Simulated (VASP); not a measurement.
# InAs (F-43m) in VASP: single point with PBEsol

Aim: the single point of InAs with PBEsol.

Program: VASP 6.6.1. These are calculated values, not measurements. Logs are shortened: lines on timing, memory, paths and dates and some standing lists are left out, and cuts for length are marked.

## 1. The cell of the first run

Symmetry: F-43m, No. 216, cubic system. Conventional cell: a = 6.088 Å, b = 6.088 Å, c = 6.088 Å, α = 90.00°, β = 90.00°, γ = 90.00°. In (site symmetry -43m) has 4 As at 2.64 Å within 3.5 Å. As (site symmetry -43m) has 4 In at 2.64 Å within 3.5 Å.

## 2. Single point, PBEsol

INCAR

```
SYSTEM = InAs
PREC = Accurate
ENCUT = 520
EDIFF = 1E-7
ISMEAR = -1
SIGMA = 0.1
LREAL = .False.
LASPH = .True.
NELM = 80
ALGO = Normal
ISIF = 2
LWAVE = .False.
LCHARG = .True.
GGA = PS
LELF = .True.
LVHAR = .True.
NBANDS = 16
```

KPOINTS

```
Automatic mesh
0
Gamma
  12 12 12
  0 0 0
```

POSCAR

```
InAs
1.0
    0.0000000000      3.0439245820      3.0439245820
    3.0439245820      0.0000000000      3.0439245820
    3.0439245820      3.0439245820      0.0000000000
In As
1 1
Direct
    0.0000000000      0.0000000000      0.0000000000
    0.7500000000      0.7500000000      0.7500000000
```

Potentials or basis: VASP PAW PBE potentials, release 64 (In_d, As).

The run is started by

```bash
cat potpaw_PBE.64/In_d/POTCAR potpaw_PBE.64/As/POTCAR > POTCAR
mpirun -np 1 vasp_std > vasp.out
```

OUTCAR:

```text
SYSTEM = InAs
   PREC = Accurate
   ENCUT = 520
   EDIFF = 1E-7
   ISMEAR = -1
   LREAL = .False.
   LASPH = .True.
   NELM = 80
   ISIF = 2
   GGA = PS

 ion  position               nearest neighbor table
   1  0.000  0.000  0.000-   2 2.64   2 2.64   2 2.64   2 2.64
   2  0.750  0.750  0.750-   1 2.64   1 2.64   1 2.64   1 2.64

  LATTYP: Found a face centered cubic cell.
 ALAT       =     6.0878491640

  Lattice vectors:

 A1 = (   0.0000000000,   3.0439245820,   3.0439245820)
 A2 = (   3.0439245820,   0.0000000000,   3.0439245820)
 A3 = (   3.0439245820,   3.0439245820,   0.0000000000)

Analysis of symmetry for initial positions (statically):
=====================================================================
 Subroutine PRICEL returns:
 Original cell was already a primitive cell.

 Routine SETGRP: Setting up the symmetry group for a
 face centered cubic supercell.

 Subroutine GETGRP returns: Found 24 space group operations
 (whereof 24 operations were pure point group operations)
 out of a pool of 48 trial point group operations.

The static configuration has the point symmetry T_d .

Analysis of symmetry for dynamics (positions and initial velocities):
=====================================================================
 Subroutine PRICEL returns:
 Original cell was already a primitive cell.

 Routine SETGRP: Setting up the symmetry group for a
 face centered cubic supercell.

 Subroutine GETGRP returns: Found 24 space group operations
 (whereof 24 operations were pure point group operations)
 out of a pool of 48 trial point group operations.

The dynamic configuration has the point symmetry T_d .

 Subroutine INISYM returns: Found 24 space group operations
 (whereof 24 operations are pure point group operations),
 and found     1 'primitive' translations

----------------------------------------------------------------------------------------

                                     Primitive cell

  volume of cell :      56.4068

  direct lattice vectors                    reciprocal lattice vectors
     0.000000000  3.043924582  3.043924582    -0.164261626  0.164261626  0.164261626
     3.043924582  0.000000000  3.043924582     0.164261626 -0.164261626  0.164261626
     3.043924582  3.043924582  0.000000000     0.164261626  0.164261626 -0.164261626

  length of vectors
     4.304759427  4.304759427  4.304759427     0.284509481  0.284509481  0.284509481

  position of ions in fractional coordinates (direct lattice)
     0.000000000  0.000000000  0.000000000
     0.750000000  0.750000000  0.750000000

  ion indices of the primitive-cell ions
   primitive index   ion index
                 1           1
                 2           2

----------------------------------------------------------------------------------------

 KPOINTS: Automatic mesh

Automatic generation of k-mesh.
 Grid dimensions read from file:
 generate k-points for:   12   12   12

 Generating k-lattice:

  Cartesian coordinates                     Fractional coordinates (reciprocal lattice)
    -0.013688469  0.013688469  0.013688469     0.083333333  0.000000000  0.000000000
     0.013688469 -0.013688469  0.013688469     0.000000000  0.083333333  0.000000000
     0.013688469  0.013688469 -0.013688469     0.000000000  0.000000000  0.083333333

  Length of vectors
     0.023709123  0.023709123  0.023709123

  Shift w.r.t. Gamma in fractional coordinates (k-lattice)
     0.000000000  0.000000000  0.000000000

 Subroutine IBZKPT returns following result:
 ===========================================

 Found     72 irreducible k-points:

 Following reciprocal coordinates:
            Coordinates               Weight
  0.000000  0.000000  0.000000      1.000000
  0.083333  0.000000  0.000000      8.000000
  0.166667  0.000000  0.000000      8.000000
  0.250000  0.000000  0.000000      8.000000
  0.333333  0.000000  0.000000      8.000000
  0.416667  0.000000  0.000000      8.000000
[... 16 lines left out ...]
  0.500000  0.166667  0.000000     24.000000
 -0.416667  0.166667  0.000000     24.000000
 [... further k-points ...]
   k-points           NKPTS =     72   k-points in BZ     NKDIM =     72   number of bands    NBANDS=     16
   number of dos      NEDOS =    301   number of ions     NIONS =      2
   total plane-waves  NPLWV =  32768
   dimension x,y,z NGX =    32 NGY =   32 NGZ =   32
   dimension x,y,z NGXF=    64 NGYF=   64 NGZF=   64
   ions per type =               1   1
   NGX,Y,Z   is equivalent  to a cutoff of  12.36, 12.36, 12.36 a.u.
   NGXF,Y,Z  is equivalent  to a cutoff of  24.72, 24.72, 24.72 a.u.
 SYSTEM =  InAs
   PREC   = accura    normal or accurate (medium, high low for compatibility)
   ISTART =      0    job   : 0-new  1-cont  2-samecut
   ICHARG =      2    charge: 1-file 2-atom 10-const
   ISPIN  =      1    spin polarized calculation?
   LNONCOLLINEAR =      F non collinear calculations
   LSORBIT =      F    spin-orbit coupling
   LASPH  =      T    aspherical Exc in radial PAW
   ENCUT  =  520.0 eV  38.22 Ry    6.18 a.u.   8.00  8.00  8.00*2*pi/ulx,y,z
   NELM   =     80;   NELMIN=  2; NELMDL= -5     # of ELM steps
   EDIFF  = 0.1E-06   stopping-criterion for ELM
   LREAL  =      F    real-space projection
   EDIFFG = 0.1E-05   stopping-criterion for IOM
   NSW    =      0    number of steps for IOM
   IBRION =     -1    ionic relax: 0-MD 1-quasi-New 2-CG
   NFREE  =      0    steps in history (QN), initial steepest desc. (CG)
   ISIF   =      2    stress and relaxation
   ISYM   =      2    0-nonsym 1-usesym 2-fastsym
   POTIM  = 0.5000    time-step for ionic-motion
   TEBEG  =    0.0;   TEEND  =   0.0 temperature during run
   PSTRESS=    0.0 pullay stress
   NELECT =      18.0000    total number of electrons
   NUPDOWN=      -1.0000    fix difference up-down
   EMIN   =  10.00;   EMAX   =-10.00  energy-range for DOS
   EFERMI =   0.00;   METHOD = LEGACY
   ISMEAR =    -1;   SIGMA  =   0.10  broadening in eV -4-tet -1-fermi 0-gaus
   EFERMI_NEDOS =   21; number of points for ismear=-14 and -15
   IALGO  =     38    algorithm
   IMIX   =      4    mixing-type and parameters
     AMIX     =   0.40;   BMIX     =  1.00
     AMIX_MAG =   1.60;   BMIX_MAG =  1.00
  volume/ion in A,a.u.               =      28.20       190.33
  Fermi-wavevector in a.u.,A,eV,Ry     =   1.118721  2.114076 17.028189  1.251537
  Thomas-Fermi vector in A             =   2.255354
   LORBIT       =      0    0 simple, 1 ext, 2 COOP (PROOUT), +10 PAW based schemes
   GGA     = PS    functional components
   LHFCALC =     F    Hartree Fock is set to
   AEXX    =    0.0000 exact exchange contribution
   IVDW    =     0    specifies the selected vdW correction
   LEPSILON=     F    determine dielectric tensor
   LRPA    =     F    only Hartree local field effects (RPA)
 non-spin polarized calculation
  energy-cutoff  :      520.00
  volume of cell :       56.41
 maximum number of plane-waves:      1540
   NGX = 17   NGY = 17   NGZ = 17

 number of electron      17.9999992 magnetization

 Free energy of the ion-electron system (eV)
  ---------------------------------------------------
  ext. energy  EPLUGINS =         0.00000000
  ---------------------------------------------------
  free energy    TOTEN  =        -8.49106620 eV

  energy without entropy =       -8.49028654  energy(sigma->0) =       -8.49067637

 E-fermi :   4.4437     XC(G=0):  -9.1964

 val. band max:        4.1705200358   @ k =   0.0000   0.0000   0.0000
 cond. band min:       4.8843904363   @ k =   0.0833   0.0000   0.0000
 fundamental gap:      0.7138704005
 Fermi energy:         4.4436758968

 k-point     1 :       0.0000    0.0000    0.0000
  band No.  band energies     occupation
      1     -10.1206      2.00000
      2     -10.1206      2.00000
      3     -10.1206      2.00000
      4     -10.0008      2.00000
      5     -10.0008      2.00000
      6      -7.5904      2.00000
[... 8 lines left out ...]
     15      13.7839      0.00000
     16      13.7839      0.00000

 k-point     2 :       0.0833    0.0000    0.0000
  band No.  band energies     occupation
      1     -10.1294      2.00000
      2     -10.1180      2.00000
      3     -10.1180      2.00000
      4     -10.0009      2.00000
      5     -10.0009      2.00000
      6      -7.5198      2.00000
[... 8 lines left out ...]
     15      13.1884      0.00000
     16      13.1884      0.00000

 k-point     3 :       0.1667    0.0000    0.0000
  band No.  band energies     occupation
      1     -10.1528      2.00000
      2     -10.1113      2.00000
      3     -10.1113      2.00000
      4     -10.0008      2.00000
      5     -10.0008      2.00000
      6      -7.3158      2.00000
[... 8 lines left out ...]
     15      12.6826      0.00000
     16      12.6826      0.00000

 k-point     4 :       0.2500    0.0000    0.0000
  band No.  band energies     occupation
      1     -10.1829      2.00000
      2     -10.1031      2.00000
      3     -10.1031      2.00000
      4      -9.9997      2.00000
      5      -9.9997      2.00000
      6      -7.0037      2.00000
[... 8 lines left out ...]
     15      12.6428      0.00000
     16      12.6428      0.00000

 k-point     5 :       0.3333    0.0000    0.0000
  band No.  band energies     occupation
      1     -10.2114      2.00000
      2     -10.0961      2.00000
      3     -10.0961      2.00000
      4      -9.9972      2.00000
      5      -9.9972      2.00000
      6      -6.6346      2.00000
[... 8 lines left out ...]
     15      13.1473      0.00000
     16      13.1473      0.00000

 k-point     6 :       0.4167    0.0000    0.0000
  band No.  band energies     occupation
      1     -10.2314      2.00000
      2     -10.0920      2.00000
      3     -10.0920      2.00000
      4      -9.9945      2.00000
      5      -9.9944      2.00000
      6      -6.3061      2.00000
[... 8 lines left out ...]
     15      14.0557      0.00000
     16      14.0557      0.00000

 k-point     7 :       0.5000    0.0000    0.0000
  band No.  band energies     occupation
      1     -10.2386      2.00000
      2     -10.0907      2.00000
      3     -10.0907      2.00000
      4      -9.9932      2.00000
      5      -9.9932      2.00000
      6      -6.1669      2.00000
[... 8 lines left out ...]
     15      14.7926      0.00000
     16      14.7926      0.00000

 k-point     8 :       0.0833    0.0833    0.0000
  band No.  band energies     occupation
      1     -10.1351      2.00000
      2     -10.1156      2.00000
      3     -10.1156      2.00000
      4     -10.0027      2.00000
      5      -9.9994      2.00000
      6      -7.4964      2.00000
[... 8 lines left out ...]
     15      12.4916      0.00000
     16      13.8589      0.00000

 k-point     9 :       0.1667    0.0833    0.0000
  band No.  band energies     occupation
      1     -10.1543      2.00000
      2     -10.1102      2.00000
      3     -10.1089      2.00000
      4     -10.0045      2.00000
      5      -9.9980      2.00000
      6      -7.3370      2.00000
[... 8 lines left out ...]
     15      12.7902      0.00000
     16      13.4841      0.00000
[... 172 lines left out ...]
 k-point    19 :       0.1667    0.1667    0.0000
  band No.  band energies     occupation
      1     -10.1720      2.00000
      2     -10.1019      2.00000
      3     -10.1019      2.00000
      4     -10.0085      2.00000
      5      -9.9954      2.00000
      6      -7.2254      2.00000
[... 8 lines left out ...]
     15      13.3671      0.00000
     16      14.0814      0.00000

 k-point    20 :       0.2500    0.1667    0.0000
  band No.  band energies     occupation
      1     -10.1954      2.00000
      2     -10.0942      2.00000
      3     -10.0928      2.00000
      4     -10.0116      2.00000
      5      -9.9931      2.00000
      6      -6.9933      2.00000
[... 8 lines left out ...]
     15      14.0131      0.00000
     16      14.0558      0.00000

 k-point    21 :       0.3333    0.1667    0.0000
  band No.  band energies     occupation
      1     -10.2186      2.00000
      2     -10.0885      2.00000
      3     -10.0847      2.00000
      4     -10.0122      2.00000
      5      -9.9909      2.00000
      6      -6.6722      2.00000
[... 8 lines left out ...]
     15      14.0544      0.00000
     16      14.2111      0.00000

 k-point    22 :       0.4167    0.1667    0.0000
  band No.  band energies     occupation
      1     -10.2371      2.00000
      2     -10.0853      2.00000
      3     -10.0795      2.00000
      4     -10.0096      2.00000
      5      -9.9898      2.00000
      6      -6.3248      2.00000
[... 8 lines left out ...]
     15      14.1094      0.00000
     16      14.8382      0.00000

 k-point    23 :       0.5000    0.1667    0.0000
  band No.  band energies     occupation
      1     -10.2473      2.00000
      2     -10.0843      2.00000
      3     -10.0778      2.00000
      4     -10.0049      2.00000
      5      -9.9911      2.00000
      6      -6.0631      2.00000
[... 8 lines left out ...]
     15      14.3944      0.00000
     16      14.9063      0.00000

 k-point    24 :      -0.4167    0.1667    0.0000
  band No.  band energies     occupation
      1     -10.2471      2.00000
      2     -10.0847      2.00000
      3     -10.0792      2.00000
      4     -10.0002      2.00000
      5      -9.9950      2.00000
      6      -6.0222      2.00000
[... 8 lines left out ...]
     15      13.7487      0.00000
     16      14.1254      0.00000

 [... further k-points ...]
[... 5 lines left out ...]
  --------------------------------------------------------------------------------------
  -------------------------------------------------------------------------------------
  Total        0.0232036      0.0232036      0.0232036      0.0000000      0.0000000     -0.0000000
  in kB        0.6590754      0.6590754      0.6590754      0.0000000      0.0000000     -0.0000000
  external PRESSURE =       0.6590754 kB  Pullay stress =       0.0000000 kB

 VOLUME and BASIS-vectors are now :
 -----------------------------------------------------------------------------
  energy-cutoff  :      520.00
  volume of cell :       56.41
      direct lattice vectors                 reciprocal lattice vectors
     0.000000000  3.043924582  3.043924582    -0.164261626  0.164261626  0.164261626
     3.043924582  0.000000000  3.043924582     0.164261626 -0.164261626  0.164261626
     3.043924582  3.043924582  0.000000000     0.164261626  0.164261626 -0.164261626

 POSITION                                       TOTAL-FORCE (eV/Angst)
 -----------------------------------------------------------------------------------
      0.00000      0.00000      0.00000        -0.000000     -0.000000     -0.000000
      4.56589      4.56589      4.56589         0.000000      0.000000      0.000000
 -----------------------------------------------------------------------------------
    total drift:                                0.000000      0.000000      0.000000

  FREE ENERGIE OF THE ION-ELECTRON SYSTEM (eV)
  ---------------------------------------------------
  free  energy   TOTEN  =        -8.4910662015 eV

  energy  without entropy=       -8.4902865374  energy(sigma->0) =       -8.49067637
```

It took 38 s on 1 thread of Intel Xeon Platinum 8488C (Sapphire Rapids), shared host; peak memory 0.22 GiB.

Results:

* Free energy: -8.4911 eV
* Pressure: 0.1 GPa
* Band gap on the k mesh: zero (filled and empty bands touch)

Levels at points of the mesh, in eV from the Fermi level:
| k point | band 5 | band 6 | band 7 | band 8 | band 9 | band 10 | band 11 | band 12 | band 13 | band 14 |
| --- | --- | --- | --- | --- | --- | --- | --- | --- | --- | --- |
| (0.00, 0.00, 0.00) | -14.44 | -12.03 | -0.66 | -0.27 | -0.27 | -0.27 | 3.57 | 3.57 | 3.57 | 6.98 |
| (0.50, 0.00, 0.00) | -14.44 | -10.61 | -5.99 | -1.24 | -1.24 | 0.56 | 4.34 | 4.34 | 6.42 | 8.53 |
| (0.50, 0.50, 0.00) | -14.42 | -10.09 | -6.07 | -2.55 | -2.55 | 1.20 | 1.70 | 8.67 | 8.81 | 8.81 |

Caveat: the PAW data sets were made with another functional, which shifts forces and pressure a little; spin-orbit coupling is left out, which moves the levels of the heavy elements.
